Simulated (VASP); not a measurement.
Set up this calculation in VASP 6.6.1, as the native input.

```yaml
Task: single point
Functional: PBEsol
Potentials_or_basis: VASP PAW PBE potentials, release 64 (Rb_sv, H)
Cutoff: 520 eV
k_mesh: 1 × 1 × 1
Occupations: fermi-dirac, width 0.05 eV
Spin: no spin polarisation
Dipole_correction: no
Further_INCAR_settings: LREAL = Auto; ALGO = Normal; EDIFF = 1e-07; NBANDS = 86
```

The structure of Rb16H (a cell with a defect) lies in POSCAR:

```
Rb16H
1.0
   11.1800000000      0.0000000000      0.0000000000
    0.0000000000     11.1800000000      0.0000000000
    0.0000000000      0.0000000000     11.1800000000
Rb H
16 1
Direct
   -0.0867799642     -0.0072093023      0.0313416816
    0.4396869410      0.0403667263      0.0422450805
   -0.0071824687      0.5455724508      0.0877728086
    0.0552772809     -0.0227012522      0.3772898032
    0.2425044723      0.3080590340      0.2312343470
    0.5114221825      0.4883720930     -0.0412343470
    0.4703488372      0.0356618962      0.4431663685
    0.7122808587      0.2529516995      0.2171288014
   -0.0052951699      0.3589534884      0.5482647585
    0.2578085868      0.7699910555      0.3229248658
    0.2756887299      0.1682379249      0.7647227191
    0.5684794275      0.4745080501      0.5317799642
    0.7208228980      0.8350178891      0.2394901610
    0.8091502683      0.2114490161      0.7736851521
    0.2268872987      0.7573166369      0.6889087657
    0.8090518784      0.7828980322      0.7427459750
    0.2749910555      0.8946153846      0.5483899821
```

One way to write it, as run:

INCAR

```
SYSTEM = Rb16H
ALGO = Normal
EDIFF = 1E-7
ENCUT = 520
GGA = PS
ISIF = 2
ISMEAR = -1
LASPH = .TRUE.
LCHARG = .FALSE.
LREAL = Auto
LWAVE = .FALSE.
NBANDS = 86
NELM = 80
PREC = Accurate
SIGMA = 0.05
```

KPOINTS

```
k-points
0
G
  1 1 1
  0 0 0
```

Potentials or basis: VASP PAW PBE potentials, release 64 (Rb_sv, H).

Command:

```console
$ cat potpaw_PBE.64/Rb_sv/POTCAR potpaw_PBE.64/H/POTCAR > POTCAR
$ mpirun -np 1 vasp_gam > vasp.out
```

It gave:

```
Pressure               : 0.4 GPa
Largest force          : 1.137 eV/Å
Band gap on the k mesh : zero (an odd number of electrons rules out a gap without spin polarisation)
```

Caveat: the k points lie up to 0.56 Å⁻¹ apart, too coarse for converged energies and pressures of a metal; the PAW data sets were made with another functional, which shifts forces and pressure a little.

Wall time 2.8 min on 1 thread of Intel(R) Xeon(R) 6975P-C (Granite Rapids) (shared host), peak memory 1 GiB.
